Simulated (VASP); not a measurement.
Here is a VASP 6.6.1 calculation.

Contents of INCAR:

```
SYSTEM = ZnO
PREC     = Accurate       ! precision mode
ENCUT    = 600            ! plane-wave cutoff, eV
EDIFF    = 1E-6           ! SCF threshold, eV
ISMEAR   = -1             ! smearing method
SIGMA    = 0.02           ! smearing width, eV
LREAL    = .False.        ! projectors in reciprocal space
LASPH    = .True.         ! aspherical terms in the spheres
NELM     = 120            ! most SCF steps
ALGO     = Normal         ! electronic algorithm
ISIF     = 2              ! what is computed and relaxed
LWAVE    = .False.        ! write WAVECAR
LCHARG   = .True.         ! write CHGCAR
GGA      = PE             ! functional
LELF     = .True.         ! ELF
LVHAR    = .True.       
NBANDS   = 16             ! bands
GGA_COMPAT= .False.
```

File KPOINTS:

```
Automatic mesh
0
Gamma
  5 5 5
  0 0 0
```

Contents of POSCAR:

```
ZnO
1.0
    2.6461709590      0.0000000000      0.0000000000
    0.0000000000      2.6461709590      0.0000000000
    0.0000000000      0.0000000000      2.6461709590
Zn O
1 1
Direct
    0.0000000000      0.0000000000      0.0000000000
    0.5000000000      0.5000000000      0.5000000000
```

Potentials or basis: VASP PAW PBE potentials, release 64 (Zn, O).

Launch:

```console
$ cat potpaw_PBE.64/Zn/POTCAR potpaw_PBE.64/O/POTCAR > POTCAR
$ mpirun -np 1 vasp_std > vasp.out
```

Problem. Estimate the band gap on the k mesh.

Solution. Zero (band 9 reaches 3.46 eV, above the bottom of band 10 at 2.98 eV).

Problem. What does it give for the pressure?

Solution. 9.4 GPa.

Caveat: the k points lie up to 0.47 Å⁻¹ apart.
